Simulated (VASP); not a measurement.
# In2O3 (R-3c) in VASP: a series of runs

Aim: see how the results for In2O3 move with the level of theory and the settings. Levels: BLYP, LDA, PBE, RPBE+D3(BJ), PBE+D3(BJ). Tasks: single point.

Everything below comes from runs of VASP 6.6.1. Logs are shortened: lines on timing, memory, paths and dates and some standing lists are left out, and cuts for length are marked.

**The experiment to reproduce.**

From “Fabrication and performance enhancement of an In2O3/BiVO4 heterojunction for N-butanol gas sensing applications”, 2024, pmc:11650617, for a powder of In2O3: band gap 3.08 eV (optical).

How close the calculation comes is told below.

## (1) The cell of the first run

Symmetry: R-3c, No. 167, trigonal system. Conventional cell: a = 5.630 Å, b = 5.630 Å, c = 14.958 Å, α = 90.00°, β = 90.00°, γ = 120.00°. Within 2.9 Å of In (site symmetry 3) lie 6 O at 2.18 to 2.32 Å. O (site symmetry 2) has 4 In at 2.18 to 2.32 Å and 2 O at 2.90 Å within 2.9 Å.

## (2) Single point, BLYP

The input, INCAR:

```
AGGAC = 1.0
AGGAX = 1.0
ALDAC = 0.0
ALDAX = 1.0
ALGO = Normal
EDIFF = 1E-6
ENCUT = 520
GGA = B5
ISIF = 2
ISMEAR = -1
LASPH = True
LCHARG = True
LELF = True
LREAL = False
LVHAR = True
LWAVE = False
NBANDS = 55
NELM = 100
PREC = Accurate
SIGMA = 0.05
```

The input, KPOINTS:

```
k-points
0
Gamma
  6 6 6
```

The input, POSCAR:

```
In2O3
1.0
    2.8149217613      1.6251958366      4.9860503263
   -2.8149217613      1.6251958366      4.9860503263
    0.0000000000     -3.2503916733      4.9860503263
In O
4 6
Direct
    0.8571513771      0.8571513771      0.8571513771
    0.6428486229      0.6428486229      0.6428486229
    0.1428486229      0.1428486229      0.1428486229
    0.3571513771      0.3571513771      0.3571513771
    0.0470738430      0.7500000000      0.4529261570
    0.7500000000      0.4529261570      0.0470738430
    0.4529261570      0.0470738430      0.7500000000
    0.9529261570      0.2500000000      0.5470738430
    0.2500000000      0.5470738430      0.9529261570
    0.5470738430      0.9529261570      0.2500000000
```

Potentials or basis: VASP PAW PBE potentials, release 64 (In_d, O).

The run is started by

```sh
$ cat potpaw_PBE.64/In_d/POTCAR potpaw_PBE.64/O/POTCAR > POTCAR
$ mpirun -np 1 vasp_std > vasp.out
```

OUTCAR:

```text
EDIFF = 1E-6
   ENCUT = 520
   GGA = B5
   ISIF = 2
   ISMEAR = -1
   LASPH = True
   LREAL = False
   NELM = 100
   PREC = Accurate

 ion  position               nearest neighbor table
   1  0.857  0.857  0.857-   8 2.18   9 2.18  10 2.18   6 2.32   7 2.32   5 2.32   2 3.21   3 3.33
                             3 3.33   3 3.33   2 3.71   2 3.71   2 3.71
   2  0.643  0.643  0.643-   9 2.18   8 2.18  10 2.18   5 2.32   7 2.32   6 2.32   1 3.21   4 3.33
                             4 3.33   4 3.33   1 3.71   1 3.71   1 3.71
   3  0.143  0.143  0.143-   5 2.18   6 2.18   7 2.18   9 2.32  10 2.32   8 2.32   4 3.21   1 3.33
                             1 3.33   1 3.33   4 3.71   4 3.71   4 3.71
   4  0.357  0.357  0.357-   6 2.18   5 2.18   7 2.18   8 2.32  10 2.32   9 2.32   3 3.21   2 3.33
                             2 3.33   2 3.33   3 3.71   3 3.71   3 3.71
   5  0.047  0.750  0.453-   3 2.18   4 2.18   2 2.32   1 2.32
   6  0.750  0.453  0.047-   4 2.18   3 2.18   1 2.32   2 2.32
   7  0.453  0.047  0.750-   3 2.18   4 2.18   1 2.32   2 2.32
   8  0.953  0.250  0.547-   1 2.18   2 2.18   4 2.32   3 2.32
   9  0.250  0.547  0.953-   2 2.18   1 2.18   3 2.32   4 2.32
  10  0.547  0.953  0.250-   1 2.18   2 2.18   3 2.32   4 2.32

  LATTYP: Found a trigonal (rhomboedric) cell.
 ALAT       =     5.9519529472
 COS(alpha) =     0.5526538809

  Lattice vectors:

 A1 = (   2.8149217613,   1.6251958366,   4.9860503263)
 A2 = (  -2.8149217613,   1.6251958366,   4.9860503263)
 A3 = (   0.0000000000,  -3.2503916733,   4.9860503263)

Analysis of symmetry for initial positions (statically):
=====================================================================
 Subroutine PRICEL returns:
 Original cell was already a primitive cell.

 Routine SETGRP: Setting up the symmetry group for a
 trigonal (rhombohedral) supercell.

 Subroutine GETGRP returns: Found 12 space group operations
 (whereof  6 operations were pure point group operations)
 out of a pool of 12 trial point group operations.

The static configuration has the point symmetry S_6 .
 The point group associated with its full space group is D_3d.

Analysis of symmetry for dynamics (positions and initial velocities):
=====================================================================
 Subroutine PRICEL returns:
 Original cell was already a primitive cell.

 Routine SETGRP: Setting up the symmetry group for a
 trigonal (rhombohedral) supercell.

 Subroutine GETGRP returns: Found 12 space group operations
 (whereof  6 operations were pure point group operations)
 out of a pool of 12 trial point group operations.

The dynamic configuration has the point symmetry S_6 .
 The point group associated with its full space group is D_3d.

 Subroutine INISYM returns: Found 12 space group operations
 (whereof  6 operations are pure point group operations),
 and found     1 'primitive' translations

----------------------------------------------------------------------------------------

                                     Primitive cell

  volume of cell :     136.8611

  direct lattice vectors                    reciprocal lattice vectors
     2.814921761  1.625195837  4.986050326     0.177624830  0.102551744  0.066853183
    -2.814921761  1.625195837  4.986050326    -0.177624830  0.102551744  0.066853183
     0.000000000 -3.250391673  4.986050326     0.000000000 -0.205103487  0.066853183

  length of vectors
     5.951952947  5.951952947  5.951952947     0.215723871  0.215723871  0.215723871

  position of ions in fractional coordinates (direct lattice)
     0.857151377  0.857151377  0.857151377
     0.642848623  0.642848623  0.642848623
     0.142848623  0.142848623  0.142848623
     0.357151377  0.357151377  0.357151377
     0.047073843  0.750000000  0.452926157
     0.750000000  0.452926157  0.047073843
     0.452926157  0.047073843  0.750000000
     0.952926157  0.250000000  0.547073843
     0.250000000  0.547073843  0.952926157
     0.547073843  0.952926157  0.250000000

  ion indices of the primitive-cell ions
   primitive index   ion index
                 1           1
                 2           2
                 3           3
                 4           4
                 5           5
                 6           6
                 7           7
                 8           8
                 9           9
                10          10

----------------------------------------------------------------------------------------

 KPOINTS: k-points

Automatic generation of k-mesh.
 Grid dimensions read from file:
 generate k-points for:    6    6    6

 Generating k-lattice:

  Cartesian coordinates                     Fractional coordinates (reciprocal lattice)
     0.029604138  0.017091957  0.011142197     0.166666667  0.000000000 -0.000000000
    -0.029604138  0.017091957  0.011142197     0.000000000  0.166666667 -0.000000000
     0.000000000 -0.034183915  0.011142197    -0.000000000 -0.000000000  0.166666667

  Length of vectors
     0.035953978  0.035953978  0.035953978

  Shift w.r.t. Gamma in fractional coordinates (k-lattice)
     0.000000000  0.000000000  0.000000000

 Subroutine IBZKPT returns following result:
 ===========================================

 Found     32 irreducible k-points:

 Following reciprocal coordinates:
            Coordinates               Weight
  0.000000  0.000000  0.000000      1.000000
  0.166667  0.000000 -0.000000      6.000000
  0.333333 -0.000000  0.000000      6.000000
  0.500000 -0.000000  0.000000      3.000000
  0.166667  0.166667  0.000000      6.000000
  0.333333  0.166667  0.000000     12.000000
[... 16 lines left out ...]
  0.500000  0.500000  0.166667      6.000000
 -0.333333  0.500000  0.166667     12.000000
 [... further k-points ...]
   k-points           NKPTS =     32   k-points in BZ     NKDIM =     32   number of bands    NBANDS=     55
   number of dos      NEDOS =    301   number of ions     NIONS =     10
   total plane-waves  NPLWV = 110592
   dimension x,y,z NGX =    48 NGY =   48 NGZ =   48
   dimension x,y,z NGXF=    96 NGYF=   96 NGZF=   96
   ions per type =               4   6
   NGX,Y,Z   is equivalent  to a cutoff of  13.41, 13.41, 13.41 a.u.
   NGXF,Y,Z  is equivalent  to a cutoff of  26.81, 26.81, 26.81 a.u.
 SYSTEM =  unknown system
   PREC   = accura    normal or accurate (medium, high low for compatibility)
   ISTART =      0    job   : 0-new  1-cont  2-samecut
   ICHARG =      2    charge: 1-file 2-atom 10-const
   ISPIN  =      1    spin polarized calculation?
   LNONCOLLINEAR =      F non collinear calculations
   LSORBIT =      F    spin-orbit coupling
   LASPH  =      T    aspherical Exc in radial PAW
   ENCUT  =  520.0 eV  38.22 Ry    6.18 a.u.  11.07 11.07 11.07*2*pi/ulx,y,z
   NELM   =    100;   NELMIN=  2; NELMDL= -5     # of ELM steps
   EDIFF  = 0.1E-05   stopping-criterion for ELM
   LREAL  =      F    real-space projection
   EDIFFG = 0.1E-04   stopping-criterion for IOM
   NSW    =      0    number of steps for IOM
   IBRION =     -1    ionic relax: 0-MD 1-quasi-New 2-CG
   NFREE  =      0    steps in history (QN), initial steepest desc. (CG)
   ISIF   =      2    stress and relaxation
   ISYM   =      2    0-nonsym 1-usesym 2-fastsym
   POTIM  = 0.5000    time-step for ionic-motion
   TEBEG  =    0.0;   TEEND  =   0.0 temperature during run
   PSTRESS=    0.0 pullay stress
   NELECT =      88.0000    total number of electrons
   NUPDOWN=      -1.0000    fix difference up-down
   EMIN   =  10.00;   EMAX   =-10.00  energy-range for DOS
   EFERMI =   0.00;   METHOD = LEGACY
   ISMEAR =    -1;   SIGMA  =   0.05  broadening in eV -4-tet -1-fermi 0-gaus
   EFERMI_NEDOS =   21; number of points for ismear=-14 and -15
   IALGO  =     38    algorithm
   IMIX   =      4    mixing-type and parameters
     AMIX     =   0.40;   BMIX     =  1.00
     AMIX_MAG =   1.60;   BMIX_MAG =  1.00
  volume/ion in A,a.u.               =      13.69        92.36
  Fermi-wavevector in a.u.,A,eV,Ry     =   1.413001  2.670184 27.165001  1.996571
  Thomas-Fermi vector in A             =   2.534691
   LORBIT       =      0    0 simple, 1 ext, 2 COOP (PROOUT), +10 PAW based schemes
   GGA     = B5    functional components
   LHFCALC =     F    Hartree Fock is set to
   AEXX    =    0.0000 exact exchange contribution
   IVDW    =     0    specifies the selected vdW correction
   LEPSILON=     F    determine dielectric tensor
   LRPA    =     F    only Hartree local field effects (RPA)
 non-spin polarized calculation
  energy-cutoff  :      520.00
  volume of cell :      136.86
 maximum number of plane-waves:      3704
 NGX is ok and might be reduce to    48
   NGX = 23   NGY = 23   NGZ = 23

 number of electron      87.9999986 magnetization

 Free energy of the ion-electron system (eV)
  ---------------------------------------------------
  ext. energy  EPLUGINS =         0.00000000
  ---------------------------------------------------
  free energy    TOTEN  =       -51.53717588 eV

  energy without entropy =      -51.53715865  energy(sigma->0) =      -51.53716726

 E-fermi :   5.5386     XC(G=0): -10.3159

 val. band max:        5.0229193840   @ k =  -0.1667   0.1667   0.0000
 cond. band min:       5.8530530765   @ k =   0.0000   0.0000   0.0000
 fundamental gap:      0.8301336925
 Fermi energy:         5.5386102397

 k-point     1 :       0.0000    0.0000    0.0000
  band No.  band energies     occupation
      1     -12.0263      2.00000
      2     -11.3114      2.00000
      3     -11.3114      2.00000
      4     -11.1136      2.00000
      5     -11.1136      2.00000
      6     -11.0353      2.00000
[... 47 lines left out ...]
     54      14.6002      0.00000
     55      14.9671      0.00000

 k-point     2 :       0.1667    0.0000   -0.0000
  band No.  band energies     occupation
      1     -11.9616      2.00000
      2     -11.3019      2.00000
      3     -11.2977      2.00000
      4     -11.1682      2.00000
      5     -11.1281      2.00000
      6     -11.0613      2.00000
[... 47 lines left out ...]
     54      15.0522      0.00000
     55      15.1421      0.00000
[... 1216 lines left out ...]
     54      15.5876      0.00000
     55      16.0110      0.00000

 k-point    24 :      -0.3333    0.5000    0.1667
  band No.  band energies     occupation
      1     -11.6078      2.00000
      2     -11.4946      2.00000
      3     -11.3179      2.00000
      4     -11.2547      2.00000
      5     -11.1452      2.00000
      6     -11.0630      2.00000
[... 47 lines left out ...]
     54      15.2986      0.00000
     55      15.8399      0.00000

 [... further k-points ...]
[... 5 lines left out ...]
  --------------------------------------------------------------------------------------
  -------------------------------------------------------------------------------------
  Total        0.4022075      0.4022075      0.2639247     -0.0000000     -0.0000000      0.0000000
  in kB        4.7084811      4.7084811      3.0896596     -0.0000000     -0.0000000      0.0000000
  external PRESSURE =       4.1688739 kB  Pullay stress =       0.0000000 kB

 VOLUME and BASIS-vectors are now :
 -----------------------------------------------------------------------------
  energy-cutoff  :      520.00
  volume of cell :      136.86
      direct lattice vectors                 reciprocal lattice vectors
     2.814921761  1.625195837  4.986050326     0.177624830  0.102551744  0.066853183
    -2.814921761  1.625195837  4.986050326    -0.177624830  0.102551744  0.066853183
     0.000000000 -3.250391673  4.986050326     0.000000000 -0.205103487  0.066853183

 POSITION                                       TOTAL-FORCE (eV/Angst)
 -----------------------------------------------------------------------------------
      0.00000     -0.00000     12.82140         0.000000      0.000000     -0.009121
      0.00000     -0.00000      9.61583         0.000000     -0.000000      0.009121
      0.00000     -0.00000      2.13675         0.000000     -0.000000      0.009121
      0.00000     -0.00000      5.34232         0.000000      0.000000     -0.009121
     -1.97868     -0.17679      6.23256        -0.005066     -0.008774     -0.000000
      0.83624      1.80198      6.23256        -0.005066      0.008774     -0.000000
      1.14244     -1.62520      6.23256         0.010131     -0.000000      0.000000
      1.97868      0.17679      8.72559         0.005066      0.008774     -0.000000
     -0.83624     -1.80198      8.72559         0.005066     -0.008774     -0.000000
     -1.14244      1.62520      8.72559        -0.010131     -0.000000      0.000000
 -----------------------------------------------------------------------------------
    total drift:                               -0.000000     -0.000000      0.000000

  FREE ENERGIE OF THE ION-ELECTRON SYSTEM (eV)
  ---------------------------------------------------
  free  energy   TOTEN  =       -51.5371758803 eV

  energy  without entropy=      -51.5371586478  energy(sigma->0) =      -51.53716726
```

Wall time 14 min (1 thread of Intel Xeon 8259CL, shared host); peak memory 0.42 GiB.

Results:

| Quantity | Value |
| --- | --- |
| Free energy | -51.5372 eV |
| Pressure | 0.4 GPa |
| Largest force | 0.010 eV/Å |
| Band gap on the k mesh | 0.83 eV (least direct gap 0.92 eV) |

Forces in eV/Å, atoms in the order of the input:
```
In   0.000  0.000 -0.009
In   0.000  0.000  0.009
In   0.000  0.000  0.009
In   0.000  0.000 -0.009
O   -0.005 -0.009  0.000
O   -0.005  0.009  0.000
O    0.010  0.000  0.000
O    0.005  0.009  0.000
O    0.005 -0.009  0.000
O   -0.010  0.000  0.000
```

Caveat: the PAW data sets were made with another functional, which shifts forces and pressure a little; spin-orbit coupling is left out, which moves the levels of the heavy elements. A k mesh can miss the band edges.

## (3) Single point, LDA

This run uses another cell than the first one, of 12.38 Å³/atom.

The input, INCAR:

```
PREC     = Accurate       # precision mode
ENCUT    = 520            # plane-wave cutoff, eV
EDIFF    = 1E-6           # SCF threshold, eV
ISMEAR   = -1             # smearing method
SIGMA    = 0.05           # smearing width, eV
LREAL    = False          # projectors in reciprocal space
LASPH    = True           # aspherical terms in the spheres
NELM     = 80             # most SCF steps
ALGO     = Normal         # electronic algorithm
ISIF     = 2              # what is computed and relaxed
LWAVE    = False          # write WAVECAR
LCHARG   = False          # write CHGCAR
NBANDS   = 55             # bands
```

The input, KPOINTS:

```
regular mesh
0
Gamma
  6 6 6
```

The input, POSCAR:

```
In2O3
1.0
    2.7308916753      1.5766810439      4.7907164619
   -2.7308916753      1.5766810439      4.7907164619
    0.0000000000     -3.1533620877      4.7907164619
In O
4 6
Direct
    0.8576777661      0.8576777661      0.8576777661
    0.6423222339      0.6423222339      0.6423222339
    0.1423222339      0.1423222339      0.1423222339
    0.3576777661      0.3576777661      0.3576777661
    0.0455328969      0.7500000000      0.4544671031
    0.7500000000      0.4544671031      0.0455328969
    0.4544671031      0.0455328969      0.7500000000
    0.9544671031      0.2500000000      0.5455328969
    0.2500000000      0.5455328969      0.9544671031
    0.5455328969      0.9544671031      0.2500000000
```

Potentials or basis: VASP PAW LDA potentials, release 64 (In_d, O).

The run is started by

```sh
$ cat potpaw_LDA.64/In_d/POTCAR potpaw_LDA.64/O/POTCAR > POTCAR
$ mpirun -np 1 vasp_std > vasp.out
```

It took 9.4 min on 1 thread of AMD EPYC 7R13, shared host; peak memory 0.31 GiB.

The run converged. Its results:

* Free energy: -63.6620 eV
* Pressure: 0.7 GPa
* Largest force: 0.005 eV/Å
* Band gap on the k mesh: 1.31 eV (least direct gap 1.34 eV)

Forces on the atoms (eV/Å):
```
In   0.000  0.000  0.000
In   0.000  0.000  0.000
In   0.000  0.000  0.000
In   0.000  0.000  0.000
O   -0.002 -0.004  0.000
O   -0.002  0.004  0.000
O    0.005  0.000  0.000
O    0.002  0.004  0.000
O    0.002 -0.004  0.000
O   -0.005  0.000  0.000
```

Stress tensor (GPa, compression positive):
```
0.80 0.00 0.00
0.00 0.80 0.00
0.00 0.00 0.63
```

Levels at points of the mesh, in eV from the valence-band top:
```tsv
k point	band 42	band 43	band 44	band 45	band 46	band 47
(0.00, 0.00, 0.00)	-0.28	-0.03	-0.03	1.31	5.41	6.26
(0.50, 0.00, 0.00)	-0.75	-0.07	-0.07	4.99	4.99	5.86
(0.50, 0.50, 0.00)	-0.34	-0.08	-0.04	5.25	5.52	6.46
(0.50, 0.50, 0.50)	-0.20	-0.20	-0.20	4.42	4.42	7.21
```

Caveat: spin-orbit coupling is left out, which moves the levels of the heavy elements.

(Part 1 of 3 ends here.)
